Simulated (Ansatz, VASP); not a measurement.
## BN in VASP and in Ansatz

The input INCAR:

```
ALGO = Normal
EDIFF = 1E-7
ENCUT = 520
GGA = PE
ISIF = 2
ISMEAR = -1
LASPH = True
LCHARG = False
LREAL = False
LWAVE = False
NBANDS = 16
NELM = 60
PREC = Accurate
SIGMA = 0.05
```

File KPOINTS:

```
k-points
0
Gamma
  12 12 6
```

File POSCAR:

```
BN
1.0
    2.5360000000      0.0000000000      0.0000000000
   -1.2680000000      2.1962400000      0.0000000000
    0.0000000000      0.0000000000      4.2409900000
B N
2 2
Direct
    0.6666666667      0.3333333333      0.0000000000
    0.3333333333      0.6666666667      0.5000000000
    0.6666666667      0.3333333333      0.3750000000
    0.3333333333      0.6666666667      0.8750000000
```

Input for Ansatz:

```yaml
crystal:
  lattice:
    - [2.536, 0.0, 0.0]
    - [-1.268, 2.19624, 0.0]
    - [0.0, 0.0, 4.24099]
  atoms:
    - { symbol: B, position: [0.6666666666666666, 0.3333333333333333, 0.0] }
    - { symbol: B, position: [0.3333333333333333, 0.6666666666666666, 0.5] }
    - { symbol: "N", position: [0.6666666666666666, 0.3333333333333333, 0.375] }
    - { symbol: "N", position: [0.3333333333333333, 0.6666666666666666, 0.875] }
basis:
  ecutwfc: 520.0
kpoints:
  mp_grid:
    grid: [12, 12, 6]
hamiltonian:
  xc: pbe
scf:
  occupations:
    method: fermi_dirac
    width: 0.05
output:
  stress: true
```

Alike in both runs: task single point; functional PBE; k mesh 12 × 12 × 6; occupations fermi-dirac, width 0.05 eV; no spin polarisation.

```csv
,VASP,Ansatz
version,VASP 6.6.1,Ansatz 0.2.0
potentials or method,"VASP PAW PBE potentials, release 64 (B, N), cutoff 520 eV","plane waves, PAW"
valence electrons in the cell,16,16
```

VASP gave:

- pressure (GPa): 4.4
- traceless stress, the component that is largest in VASP (GPa): -7.24

Q: Estimate Ansatz's values.

A: Pressure (GPa): 4.1; traceless stress, the component that is largest in VASP (GPa): -7.17.
